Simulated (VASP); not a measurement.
# NbAs in VASP: further runs

NbAs is run at these levels: PBE; tasks: single point, relaxation of cell and atoms.

All numbers are computed with VASP 6.6.1; they aren't measurements. Logs are shortened: lines on timing, memory, paths and dates and some standing lists are left out, and cuts for length are marked.

## 1. The cell of the first run

The typed cell holds 8 atoms: a = 3.433 Å, b = 6.877 Å, c = 6.877 Å, α = 119.14°, β = 90.00°, γ = 90.00°.

## 2. Single point, PBE

The input, INCAR:

```
SYSTEM = NbAs
ALGO     = Normal         ! electronic algorithm
EDIFF    = 1E-7           ! SCF threshold, eV
ENCUT    = 520            ! plane-wave cutoff, eV
GGA      = PE             ! functional
ISIF     = 2              ! what is computed and relaxed
ISMEAR   = 0              ! smearing method
LASPH    = .TRUE.         ! aspherical terms in the spheres
LCHARG   = .TRUE.         ! write CHGCAR
LELF     = .TRUE.         ! ELF
LREAL    = .FALSE.        ! projectors in reciprocal space
LVHAR    = .TRUE.       
LWAVE    = .FALSE.        ! write WAVECAR
NBANDS   = 46             ! bands
NELM     = 80             ! most SCF steps
PREC     = Accurate       ! precision mode
SIGMA    = 0.1            ! smearing width, eV
```

The input, KPOINTS:

```
k-points
0
G
  6 4 4
  0 0 0
```

The input, POSCAR:

```
NbAs
1.0
   -2.4275405584     -0.0023602362     -2.4281530095
   -2.4657261487     -5.9255594870      2.4707382249
   -2.4607107989      5.9344525764      2.4544127063
Nb As
4 4
Direct
    0.4999808654      1.1041001435      0.6459037356
    0.0000122725      0.3540949252      0.3959005363
    1.0000148904      0.8541065441     -0.1040962258
    0.4999793079      0.6040985959      1.1458966890
    0.5000160146      1.0208937396      0.2290967566
   -0.0000106673      0.2709025703     -0.0208985411
   -0.0000093810      0.7708970270      0.4790970340
    0.5000166975      0.5209064544      0.7291000153
```

Potentials or basis: VASP PAW PBE potentials, release 64 (Nb_sv, As).

Launch:

```
cat potpaw_PBE.64/Nb_sv/POTCAR potpaw_PBE.64/As/POTCAR > POTCAR
mpirun -np 1 vasp_std > vasp.out
```

OUTCAR:

```text
SYSTEM = NbAs
   EDIFF = 1E-7
   ENCUT = 520
   GGA = PE
   ISIF = 2
   ISMEAR = 0
   LASPH = .TRUE.
   LREAL = .FALSE.
   NELM = 80
   PREC = Accurate

 ion  position               nearest neighbor table
   1  0.500  0.104  0.646-   5 2.64   8 2.64   6 2.64   7 2.64   6 2.64   7 2.64
   2  0.000  0.354  0.396-   6 2.64   7 2.64   8 2.64   5 2.64   5 2.64   8 2.64
   3  0.000  0.854  0.896-   6 2.64   7 2.64   5 2.64   5 2.64   8 2.64   8 2.64
   4  0.500  0.604  0.146-   5 2.64   8 2.64   6 2.64   7 2.64   6 2.64   7 2.64
   5  0.500  0.021  0.229-   4 2.64   1 2.64   3 2.64   3 2.64   2 2.64   2 2.64
   6  1.000  0.271  0.979-   3 2.64   2 2.64   4 2.64   1 2.64   4 2.64   1 2.64
   7  1.000  0.771  0.479-   2 2.64   3 2.64   4 2.64   1 2.64   1 2.64   4 2.64
   8  0.500  0.521  0.729-   4 2.64   1 2.64   3 2.64   2 2.64   3 2.64   2 2.64

  LATTYP: Found a simple monoclinic cell.
 ALAT       =     6.8772790223
 B/A-ratio  =     0.4992519100
 C/A-ratio  =     1.0129195439
 COS(beta)  =    -0.5064635156

  Lattice vectors:

 A1 = (  -2.4607107989,   5.9344525764,   2.4544127063)
 A2 = (   2.4275405584,   0.0023602362,   2.4281530095)
 A3 = (   4.9264369476,  -0.0088930894,  -4.9251509312)

Analysis of symmetry for initial positions (statically):
=====================================================================
 Subroutine PRICEL returns:
 Original cell was already a primitive cell.

 Routine SETGRP: Setting up the symmetry group for a
 simple monoclinic supercell.

 Subroutine GETGRP returns: Found  1 space group operations
 (whereof  1 operations were pure point group operations)
 out of a pool of  4 trial point group operations.

The static configuration has the point symmetry C_1 .

Analysis of symmetry for dynamics (positions and initial velocities):
=====================================================================
 Subroutine PRICEL returns:
 Original cell was already a primitive cell.

 Routine SETGRP: Setting up the symmetry group for a
 simple monoclinic supercell.

 Subroutine GETGRP returns: Found  1 space group operations
 (whereof  1 operations were pure point group operations)
 out of a pool of  4 trial point group operations.

The dynamic configuration has the point symmetry C_1 .

 Subroutine INISYM returns: Found  1 space group operations
 (whereof  1 operations are pure point group operations),
 and found     1 'primitive' translations

----------------------------------------------------------------------------------------

                                     Primitive cell

  volume of cell :     141.8350

  direct lattice vectors                    reciprocal lattice vectors
    -2.427540558 -0.002360236 -2.428153009    -0.205916998 -0.000196444 -0.205970411
    -2.465726149 -5.925559487  2.470738225    -0.101554348 -0.084134132  0.101610514
    -2.460710799  5.934452576  2.454412706    -0.101484061  0.084499408  0.101376327

  length of vectors
     3.433494688  6.877252944  6.877279022     0.291248448  0.166482835  0.166482204

  position of ions in fractional coordinates (direct lattice)
     0.499980865  0.104100143  0.645903736
     0.000012273  0.354094925  0.395900536
     0.000014890  0.854106544  0.895903774
     0.499979308  0.604098596  0.145896689
     0.500016015  0.020893740  0.229096757
     0.999989333  0.270902570  0.979101459
     0.999990619  0.770897027  0.479097034
     0.500016698  0.520906454  0.729100015

  ion indices of the primitive-cell ions
   primitive index   ion index
                 1           1
                 2           2
                 3           3
                 4           4
                 5           5
                 6           6
                 7           7
                 8           8

----------------------------------------------------------------------------------------

 KPOINTS: k-points

Automatic generation of k-mesh.
 Grid dimensions read from file:
 generate k-points for:    6    4    4

 Generating k-lattice:

  Cartesian coordinates                     Fractional coordinates (reciprocal lattice)
    -0.034319500 -0.000032741 -0.034328402     0.166666667 -0.000000000 -0.000000000
    -0.025388587 -0.021033533  0.025402629     0.000000000  0.250000000 -0.000000000
    -0.025371015  0.021124852  0.025344082     0.000000000  0.000000000  0.250000000

  Length of vectors
     0.048541408  0.041620709  0.041620551

  Shift w.r.t. Gamma in fractional coordinates (k-lattice)
     0.000000000  0.000000000  0.000000000

 Subroutine IBZKPT returns following result:
 ===========================================

 Found     52 irreducible k-points:

 Following reciprocal coordinates:
            Coordinates               Weight
  0.000000  0.000000  0.000000      1.000000
  0.166667 -0.000000 -0.000000      2.000000
  0.333333 -0.000000 -0.000000      2.000000
  0.500000 -0.000000 -0.000000      1.000000
 -0.000000  0.250000 -0.000000      2.000000
 -0.000000  0.000000  0.250000      2.000000
[... 16 lines left out ...]
  0.500000  0.500000  0.000000      1.000000
  0.500000 -0.000000  0.500000      1.000000
 [... further k-points ...]
   k-points           NKPTS =     52   k-points in BZ     NKDIM =     52   number of bands    NBANDS=     46
   number of dos      NEDOS =    301   number of ions     NIONS =      8
   total plane-waves  NPLWV =  81648
   dimension x,y,z NGX =    28 NGY =   54 NGZ =   54
   dimension x,y,z NGXF=    56 NGYF=  108 NGZF=  108
   ions per type =               4   4
   NGX,Y,Z   is equivalent  to a cutoff of  13.56, 13.05, 13.05 a.u.
   NGXF,Y,Z  is equivalent  to a cutoff of  27.11, 26.11, 26.11 a.u.
 SYSTEM =  NbAs
   PREC   = accura    normal or accurate (medium, high low for compatibility)
   ISTART =      0    job   : 0-new  1-cont  2-samecut
   ICHARG =      2    charge: 1-file 2-atom 10-const
   ISPIN  =      1    spin polarized calculation?
   LNONCOLLINEAR =      F non collinear calculations
   LSORBIT =      F    spin-orbit coupling
   LASPH  =      T    aspherical Exc in radial PAW
   ENCUT  =  520.0 eV  38.22 Ry    6.18 a.u.   6.38 12.79 12.79*2*pi/ulx,y,z
   NELM   =     80;   NELMIN=  2; NELMDL= -5     # of ELM steps
   EDIFF  = 0.1E-06   stopping-criterion for ELM
   LREAL  =      F    real-space projection
   EDIFFG = 0.1E-05   stopping-criterion for IOM
   NSW    =      0    number of steps for IOM
   IBRION =     -1    ionic relax: 0-MD 1-quasi-New 2-CG
   NFREE  =      0    steps in history (QN), initial steepest desc. (CG)
   ISIF   =      2    stress and relaxation
   ISYM   =      2    0-nonsym 1-usesym 2-fastsym
   POTIM  = 0.5000    time-step for ionic-motion
   TEBEG  =    0.0;   TEEND  =   0.0 temperature during run
   PSTRESS=    0.0 pullay stress
   NELECT =      72.0000    total number of electrons
   NUPDOWN=      -1.0000    fix difference up-down
   EMIN   =  10.00;   EMAX   =-10.00  energy-range for DOS
   EFERMI =   0.00;   METHOD = LEGACY
   ISMEAR =     0;   SIGMA  =   0.10  broadening in eV -4-tet -1-fermi 0-gaus
   EFERMI_NEDOS =   21; number of points for ismear=-14 and -15
   IALGO  =     38    algorithm
   IMIX   =      4    mixing-type and parameters
     AMIX     =   0.40;   BMIX     =  1.00
     AMIX_MAG =   1.60;   BMIX_MAG =  1.00
  volume/ion in A,a.u.               =      17.73       119.64
  Fermi-wavevector in a.u.,A,eV,Ry     =   1.305944  2.467876 23.204588  1.705489
  Thomas-Fermi vector in A             =   2.436779
   LORBIT       =      0    0 simple, 1 ext, 2 COOP (PROOUT), +10 PAW based schemes
   GGA     = PE    functional components
   LHFCALC =     F    Hartree Fock is set to
   AEXX    =    0.0000 exact exchange contribution
   IVDW    =     0    specifies the selected vdW correction
   LEPSILON=     F    determine dielectric tensor
   LRPA    =     F    only Hartree local field effects (RPA)
 non-spin polarized calculation
 Gauss-broadening in eV      SIGMA  =   0.10
  energy-cutoff  :      520.00
  volume of cell :      141.84
 maximum number of plane-waves:      3838
 NGX is ok and might be reduce to    28

 number of electron      72.0000000 magnetization

 Free energy of the ion-electron system (eV)
  ---------------------------------------------------
  ext. energy  EPLUGINS =         0.00000000
  ---------------------------------------------------
  free energy    TOTEN  =       -65.00175139 eV

  energy without entropy =      -64.99531664  energy(sigma->0) =      -64.99853402

 E-fermi :   9.3412     XC(G=0): -11.7584

 val. band max:        9.3269512860   @ k =   0.5000  -0.0000  -0.0000
 cond. band min:       9.4301061106   @ k =   0.1667   0.5000   0.5000
 fundamental gap:      0.1031548246
 Fermi energy:         9.3412176043

 k-point     1 :       0.0000    0.0000    0.0000
  band No.  band energies     occupation
      1     -45.7958      2.00000
      2     -45.7727      2.00000
      3     -45.7727      2.00000
      4     -45.7712      2.00000
      5     -22.0536      2.00000
      6     -22.0536      2.00000
[... 38 lines left out ...]
     45      12.3148      0.00000
     46      12.3162      0.00000

 k-point     2 :       0.1667   -0.0000   -0.0000
  band No.  band energies     occupation
      1     -45.7912      2.00000
      2     -45.7699      2.00000
      3     -45.7698      2.00000
      4     -45.7698      2.00000
      5     -22.0449      2.00000
      6     -22.0449      2.00000
[... 38 lines left out ...]
     45      11.9671      0.00000
     46      12.3000      0.00000

 k-point     3 :       0.3333   -0.0000   -0.0000
  band No.  band energies     occupation
      1     -45.7807      2.00000
      2     -45.7684      2.00000
      3     -45.7639      2.00000
      4     -45.7639      2.00000
      5     -22.0275      2.00000
      6     -22.0275      2.00000
[... 38 lines left out ...]
     45      11.7803      0.00000
     46      12.4704      0.00000

 k-point     4 :       0.5000   -0.0000   -0.0000
  band No.  band energies     occupation
      1     -45.7716      2.00000
      2     -45.7716      2.00000
      3     -45.7610      2.00000
      4     -45.7610      2.00000
      5     -22.0187      2.00000
      6     -22.0187      2.00000
[... 920 lines left out ...]
     45      12.4411      0.00000
     46      12.4422      0.00000

 k-point    23 :       0.5000    0.5000    0.0000
  band No.  band energies     occupation
      1     -45.7663      2.00000
      2     -45.7663      2.00000
      3     -45.7663      2.00000
      4     -45.7663      2.00000
      5     -21.9589      2.00000
      6     -21.9589      2.00000
[... 38 lines left out ...]
     45      12.6644      0.00000
     46      12.6645      0.00000

 k-point    24 :       0.5000   -0.0000    0.5000
  band No.  band energies     occupation
      1     -45.7663      2.00000
      2     -45.7663      2.00000
      3     -45.7663      2.00000
      4     -45.7663      2.00000
      5     -21.9589      2.00000
      6     -21.9589      2.00000
[... 38 lines left out ...]
     45      12.6644      0.00000
     46      12.6645      0.00000

 [... further k-points ...]

------------------------ aborting loop because EDIFF is reached ----------------------------------------

  FORCE on cell =-STRESS in cart. coord.  units (eV):
  Direction    XX          YY          ZZ          XY          YZ          ZX
  --------------------------------------------------------------------------------------
  -------------------------------------------------------------------------------------
  Total       -0.0266192     -0.0115363     -0.0255818      0.0000858     -0.0008416     -0.0049665
  in kB       -0.3006923     -0.1303151     -0.2889738      0.0009690     -0.0095064     -0.0561015
  external PRESSURE =      -0.2399937 kB  Pullay stress =       0.0000000 kB

 VOLUME and BASIS-vectors are now :
 -----------------------------------------------------------------------------
  energy-cutoff  :      520.00
  volume of cell :      141.84
      direct lattice vectors                 reciprocal lattice vectors
    -2.427540558 -0.002360236 -2.428153009    -0.205916998 -0.000196444 -0.205970411
    -2.465726149 -5.925559487  2.470738225    -0.101554348 -0.084134132  0.101610514
    -2.460710799  5.934452576  2.454412706    -0.101484061  0.084499408  0.101376327

 POSITION                                       TOTAL-FORCE (eV/Angst)
 -----------------------------------------------------------------------------------
     -3.05979      3.21505      0.62849        -0.000162     -0.000389     -0.000370
     -1.84733      0.25124      1.84655        -0.000059     -0.000278      0.000172
     -4.31059      0.25564      4.30916         0.000515     -0.000007     -0.000222
     -3.06227     -2.71499      0.63663        -0.000458      0.000208     -0.000186
     -1.82907      1.23458     -0.60019        -0.000247      0.000035      0.000495
     -5.50477      4.20282      0.64432         0.000050      0.000052      0.000041
     -5.50726     -1.72718      0.65246         0.000006      0.000073      0.000146
     -4.29233      1.23897      1.86242         0.000355      0.000306     -0.000075
 -----------------------------------------------------------------------------------
    total drift:                               -0.000002      0.000053      0.000002

  FREE ENERGIE OF THE ION-ELECTRON SYSTEM (eV)
  ---------------------------------------------------
  free  energy   TOTEN  =       -65.0017513911 eV

  energy  without entropy=      -64.9953166420  energy(sigma->0) =      -64.99853402
```

Wall time 17 min (1 thread of Intel Xeon 8259CL, shared host); peak memory 0.43 GiB.

Results:

| Item | Value |
| --- | --- |
| Free energy | -65.0018 eV |
| Pressure | 0.0 GPa |
| Band gap on the k mesh | zero (bands 36 and 37 overlap by 0.47 eV) |

## 3. Relaxation of cell and atoms, PBE

This run uses another cell than the first one: it holds 2 atoms, not 8.

The input, INCAR:

```
SYSTEM = NbAs
PREC = Accurate ; ENCUT = 600
EDIFF = 1E-6 ; ISMEAR = 0
SIGMA = 0.1 ; LREAL = .FALSE.
LASPH = .TRUE. ; NELM = 60
ALGO = Normal ; ISIF = 3
LWAVE = .FALSE. ; LCHARG = .FALSE.
GGA = PE ; IBRION = 2
NSW = 100 ; EDIFFG = -0.01
```

The input, KPOINTS:

```
Automatic mesh
0
G
  18 18 16
  0 0 0
```

The input, POSCAR:

```
NbAs
1.0
    3.4298111870      0.0000000000      0.0000000000
   -1.7149055935      2.9703036181      0.0000000000
    0.0000000000      0.0000000000      3.4830651652
Nb As
1 1
Direct
    0.6666666667      0.3333333333      0.5000000000
    0.3333333333      0.6666666667      0.0000000000
```

Potentials or basis: VASP PAW PBE potentials, release 64 (Nb_sv, As).

Launch:

```
cat potpaw_PBE.64/Nb_sv/POTCAR potpaw_PBE.64/As/POTCAR > POTCAR
mpirun -np 1 vasp_std > vasp.out
```

Run time: 12 min. Hardware: 1 thread of Intel Xeon 8259CL, shared host; peak memory 0.34 GiB.

Results (log left out):

```yaml
Free_energy: -16.2523 eV
Relaxed_volume: 17.71 Å³/atom
Relaxed_cell: a = 3.424 Å, b = 3.424 Å, c = 3.489 Å, α = 90.00°, β = 90.00°, γ = 120.00°
Space_group_after_relaxing_to_0.1_Å: P-6m2 (No. 187)
Energy_gained_by_relaxing: 0.1 meV/atom
Ionic_steps: 5
Pressure_after_relaxing: 0.0 GPa
Band_gap_on_the_k_mesh: zero (bands 9 and 10 overlap by 0.51 eV)
```

Step by step:
```tsv
step	energy change (eV)	largest force (eV/Å)	pressure (GPa)	volume (Å³)
1	0.0000	0.0000	-0.13	35.48
2	-0.0001	0.0000	0.12	35.41
3	-0.0001	0.0000	0.13	35.41
4	-0.0001	0.0000	-0.12	35.45
5	-0.0001	0.0000	0.00	35.43
```

Final structure:
```
Nb As
1.0
     3.42406    0.00000    0.00000
    -1.71203    2.96532    0.00000
     0.00000    0.00000    3.48921
Nb As
1 1
Direct
  0.66667 0.33333 0.50000
  0.33333 0.66667 0.00000
```

Levels at points of the mesh, in eV from the Fermi level:
| k point | band 5 | band 6 | band 7 | band 8 | band 9 | band 10 | band 11 | band 12 | band 13 |
| --- | --- | --- | --- | --- | --- | --- | --- | --- | --- |
| (0.00, 0.00, 0.00) | -12.92 | -2.50 | -1.85 | -1.85 | -0.38 | 1.45 | 1.45 | 4.64 | 4.64 |
| (0.50, 0.00, 0.00) | -10.77 | -5.86 | -2.79 | -2.07 | -0.33 | 0.93 | 2.70 | 3.22 | 5.08 |
| (0.00, 0.00, 0.50) | -11.16 | -6.44 | -1.14 | -1.14 | -0.19 | -0.19 | 1.89 | 3.78 | 3.78 |
| (0.50, 0.00, 0.50) | -10.58 | -4.69 | -4.27 | -2.89 | -0.20 | 2.55 | 2.62 | 3.74 | 5.43 |

The gap in the log of VASP goes by the Fermi energy; the results here count the filled bands.